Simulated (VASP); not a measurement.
# GaN (Fm-3m) in VASP: vibrations by perturbation theory with LDA

Aim: the vibrations by perturbation theory of GaN with LDA.

Everything below comes from runs of VASP 6.6.1. Logs are shortened: lines on timing, memory, paths and dates and some standing lists are left out, and cuts for length are marked.

### 1 The cell of the first run

Symmetry: Fm-3m, No. 225, cubic system. Conventional cell: a = 4.270 Å, b = 4.270 Å, c = 4.270 Å, α = 90.00°, β = 90.00°, γ = 90.00°. Ga (site symmetry m-3m) has 6 N at 2.14 Å within 2.8 Å. Within 2.8 Å of N (site symmetry m-3m) lie 6 Ga at 2.14 Å.

### 2 Vibrations by perturbation theory, LDA

The input, INCAR:

```
SYSTEM = GaN
  ALGO = Normal
  EDIFF = 1E-8
  ENCUT = 600
  GGA = CA
  GGA_COMPAT = .False.
  IBRION = 8
  ISIF = 2
  ISMEAR = 0
  LASPH = .True.
  LCHARG = .False.
  LREAL = .False.
  LWAVE = .False.
  NBANDS = 16
  NELM = 120
  NSW = 1
  PREC = Accurate
  SIGMA = 0.01
```

The input, KPOINTS:

```
k-points
0
Gamma
  8 8 8
  0 0 0
```

The input, POSCAR:

```
GaN
1.0
    0.0000000000      2.1352350000      2.1352350000
    2.1352350000      0.0000000000      2.1352350000
    2.1352350000      2.1352350000      0.0000000000
Ga N
1 1
Direct
    0.0000000000      0.0000000000      0.0000000000
    0.5000000000      0.5000000000      0.5000000000
```

Potentials or basis: VASP PAW LDA potentials, release 64 (Ga_d, N).

Run with:

```
$ cat potpaw_LDA.64/Ga_d/POTCAR potpaw_LDA.64/N/POTCAR > POTCAR
$ mpirun -np 1 vasp_std > vasp.out
```

OUTCAR:

```text
SYSTEM = GaN
   EDIFF = 1E-8
   ENCUT = 600
   GGA = CA
   IBRION = 8
   ISIF = 2
   ISMEAR = 0
   LASPH = .True.
   LREAL = .False.
   NELM = 120
   NSW = 1
   PREC = Accurate

 ion  position               nearest neighbor table
   1  0.000  0.000  0.000-   2 2.14   2 2.14   2 2.14   2 2.14   2 2.14   2 2.14
   2  0.500  0.500  0.500-   1 2.14   1 2.14   1 2.14   1 2.14   1 2.14   1 2.14

  LATTYP: Found a face centered cubic cell.
 ALAT       =     4.2704700000

  Lattice vectors:

 A1 = (   0.0000000000,   2.1352350000,   2.1352350000)
 A2 = (   2.1352350000,   0.0000000000,   2.1352350000)
 A3 = (   2.1352350000,   2.1352350000,   0.0000000000)

Analysis of symmetry for initial positions (statically):
=====================================================================
 Subroutine PRICEL returns:
 Original cell was already a primitive cell.

 Routine SETGRP: Setting up the symmetry group for a
 face centered cubic supercell.

 Subroutine GETGRP returns: Found 48 space group operations
 (whereof 48 operations were pure point group operations)
 out of a pool of 48 trial point group operations.

The static configuration has the point symmetry O_h .

Analysis of symmetry for dynamics (positions and initial velocities):
=====================================================================
 Subroutine PRICEL returns:
 Original cell was already a primitive cell.

 Routine SETGRP: Setting up the symmetry group for a
 face centered cubic supercell.

 Subroutine GETGRP returns: Found 48 space group operations
 (whereof 48 operations were pure point group operations)
 out of a pool of 48 trial point group operations.

The dynamic configuration has the point symmetry O_h .

 Subroutine INISYM returns: Found 48 space group operations
 (whereof 48 operations are pure point group operations),
 and found     1 'primitive' translations

----------------------------------------------------------------------------------------

[... 615 lines left out ...]
  external PRESSURE =    -127.4450339 kB  Pullay stress =       0.0000000 kB

 VOLUME and BASIS-vectors are now :
 -----------------------------------------------------------------------------
  energy-cutoff  :      600.00
  volume of cell :       19.47
      direct lattice vectors                 reciprocal lattice vectors
     0.000000000  2.135235000  2.135235000    -0.234166263  0.234166263  0.234166263
     2.135235000  0.000000000  2.135235000     0.234166263 -0.234166263  0.234166263
     2.135235000  2.135235000  0.000000000     0.234166263  0.234166263 -0.234166263

 POSITION                                       TOTAL-FORCE (eV/Angst)
 -----------------------------------------------------------------------------------
      0.00000      0.00000      0.00000        -0.000000      0.000000     -0.000000
      2.13524      2.13524      2.13524         0.000000      0.000000      0.000000
 -----------------------------------------------------------------------------------
    total drift:                                0.000000     -0.000000     -0.000000

  FREE ENERGIE OF THE ION-ELECTRON SYSTEM (eV)
  ---------------------------------------------------
  free  energy   TOTEN  =       -13.0369604120 eV

  energy  without entropy=      -13.0369604120  energy(sigma->0) =      -13.03696041

[... ionic steps 2 to 3 ...]

--------------------------------------- Ionic step        4  -------------------------------------------

------------------------ aborting loop because EDIFF is reached ----------------------------------------

[... ionic steps 5 to 6 ...]

--------------------------------------- Ionic step        7  -------------------------------------------

 Free energy of the ion-electron system (eV)
  ---------------------------------------------------
  ---------------------------------------------------
  free energy    TOTEN  =        -0.22671490 eV

  energy without entropy =       -0.22671490

------------------------ aborting loop because EDIFF is reached ----------------------------------------

 INTERNAL STRAIN TENSOR  FOR ION    2  DIRECTION 1   (eV/Angst):
 -----------------------------------------------------------------------------
    -0.10030  0.00000  0.00000
     0.00000  0.01828 -0.00000
    -0.00000 -0.00000  0.01828

 INTERNAL STRAIN TENSOR FOR ION    2 for displacements in x,y,z  (eV/Angst):
          X           Y           Z          XY          YZ          ZX
  --------------------------------------------------------------------------------
  x     0.00000     0.00000     0.00000     0.00000     0.00000     0.00000
  y     0.00000     0.00000     0.00000     0.00000     0.00000     0.00000
  z     0.00000     0.00000     0.00000     0.00000     0.00000     0.00000

 SECOND DERIVATIVES (NOT SYMMETRIZED)
 ------------------------------------
               1X          1Y          1Z          2X          2Y          2Z
  1X    -1.272349    0.000000    0.000000    1.272349    0.000000    0.000000
  1Y     0.000000   -1.272349    0.000000    0.000000    1.272349    0.000000
  1Z     0.000000    0.000000   -1.272349    0.000000    0.000000    1.272349
  2X     1.250648    0.000000    0.000000   -1.250648    0.000000    0.000000
  2Y     0.000000    1.250648    0.000000    0.000000   -1.250648    0.000000
  2Z     0.000000    0.000000    1.250648    0.000000    0.000000   -1.250648

 Eigenvectors and eigenvalues of the dynamical matrix
 ----------------------------------------------------

   1 f  =    5.127517 THz    32.217139 2PiTHz  171.035555 cm-1    21.205697 meV
             X         Y         Z           dx          dy          dz
      0.000000  0.000000  0.000000     0.373253    0.174146    0.000000
      2.135235  2.135235  2.135235    -0.825782   -0.385279    0.000000
[... 21 lines left out ...]
   6 f/i=    0.016553 THz     0.104005 2PiTHz    0.552146 cm-1     0.068457 meV
             X         Y         Z           dx          dy          dz
      0.000000  0.000000  0.000000    -0.428190    0.803020    0.046565
      2.135235  2.135235  2.135235    -0.193542    0.362964    0.021047

--------------------------------------------------------------------------------------------------------

 ELASTIC MODULI CONTR FROM IONIC RELAXATION (kBar)
 Direction    XX          YY          ZZ          XY          YZ          ZX
 --------------------------------------------------------------------------------
 XX           0.0000      0.0000      0.0000      0.0000      0.0000      0.0000
 YY           0.0000      0.0000      0.0000      0.0000      0.0000      0.0000
 ZZ           0.0000      0.0000      0.0000      0.0000      0.0000      0.0000
 XY           0.0000      0.0000      0.0000      0.0000      0.0000      0.0000
 YZ           0.0000      0.0000      0.0000      0.0000      0.0000      0.0000
 ZX           0.0000      0.0000      0.0000      0.0000      0.0000      0.0000
 --------------------------------------------------------------------------------
```

OSZICAR:

```text
N       E                     dE             d eps       ncg     rms          rms(c)
DAV:   1     0.799029593448E+02    0.79903E+02   -0.99962E+03  1080   0.229E+03
DAV:   2    -0.100463293495E+02   -0.89949E+02   -0.84394E+02  1088   0.338E+02
[... 40 lines left out ...]
RMM:   7    -0.226715293197E+00    0.35993E-05   -0.40118E-08  3752   0.168E-03    0.176E-04
RMM:   8    -0.226715813156E+00   -0.51996E-06   -0.71345E-10  3612   0.387E-04    0.893E-05
RMM:   9    -0.226714956672E+00    0.85648E-06   -0.88150E-10  3715   0.134E-04    0.856E-06
RMM:  10    -0.226714885748E+00    0.70924E-07    0.15739E-10  3844   0.419E-05    0.252E-06
RMM:  11    -0.226714903555E+00   -0.17807E-07   -0.77362E-11  3627   0.165E-05    0.233E-07
RMM:  12    -0.226714900868E+00    0.26875E-08   -0.49616E-12  2907   0.911E-06    0.948E-08
 Linear response finished
```

stdout:

```text
POSCAR found type information on POSCAR GaN
 POSCAR found :  2 types and       2 ions
 scaLAPACK will be used
 LDA part: xc-table for (Slater(with rela. corr.)+CA(PZ))
 , standard interpolation
 POSCAR, INCAR and KPOINTS ok, starting setup
 FFT: planning ... GRIDC
 FFT: planning ... GRID_SOFT
 FFT: planning ... GRID
 WAVECAR not read
 entering main loop
 Linear response reoptimize wavefunctions to high precision
 Linear response DOF=           2
 Linear response progress:
 first order change of Fermi-energy  -0.24241E-03
 force on displaced ion       1 direction 1 :  -1.272   0.000   0.000
 Linear response progress:
 first order change of Fermi-energy   0.12895E-02
 force on displaced ion       2 direction 1 :  -1.251   0.000   0.000
 Linear response finished
```

Wall time 31 s (1 thread of Intel Xeon Platinum 8488C (Sapphire Rapids), shared host); peak memory 0.17 GiB.

What came out:

| Item | Value |
| --- | --- |
| Highest phonon frequency at Γ, LO-TO splitting left out | 171 cm⁻¹ |

Phonon frequencies in cm⁻¹ (negative: imaginary):
| q point | frequencies |
| --- | --- |
| (0.000, 0.000, 0.000) | -1 -1 -1 171 171 171 |

Caveat: the cell wasn't relaxed at this level first, which shifts response properties.
